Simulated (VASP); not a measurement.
Set up this calculation in VASP 6.6.1, as the native input.

- Task: single point
- Functional: PBE
- Potentials or basis: VASP PAW PBE potentials, release 64 (Ca_sv, O)
- Cutoff: 520 eV
- k mesh: 8 × 8 × 8
- Occupations: gaussian, width 0.02 eV
- Spin: no spin polarisation
- Dipole correction: no
- Further INCAR settings: ALGO = Normal; EDIFF = 1e-07; NBANDS = 15

The structure of CaO lies in POSCAR:

```
CaO
1.0
    0.0000000000      2.4154596176      2.4154596176
    2.4154596176      0.0000000000      2.4154596176
    2.4154596176      2.4154596176      0.0000000000
Ca O
1 1
Direct
    0.0000000000      0.0000000000      0.0000000000
    0.5000000000      0.5000000000      0.5000000000
```

The input as run:

INCAR

```
ALGO = Normal
EDIFF = 1E-7
ENCUT = 520
GGA = PE
ISIF = 2
ISMEAR = 0
LASPH = True
LCHARG = False
LREAL = False
LWAVE = False
NBANDS = 15
NELM = 80
PREC = Accurate
SIGMA = 0.02
```

KPOINTS

```
k-points
0
Gamma
  8 8 8
```

Potentials or basis: VASP PAW PBE potentials, release 64 (Ca_sv, O).

Command:

```bash
$ cat potpaw_PBE.64/Ca_sv/POTCAR potpaw_PBE.64/O/POTCAR > POTCAR
$ mpirun -np 1 vasp_std > vasp.out
```

Results of the run:

The pressure is 0.6 GPa and the band gap on the k mesh is 3.64 eV, indirect (least direct gap 4.02 eV).

Run time: 11 s on 1 thread of AMD EPYC 9R45 96-Core Processor (Zen 5), with other jobs on the host, peak memory 0.13 GiB.
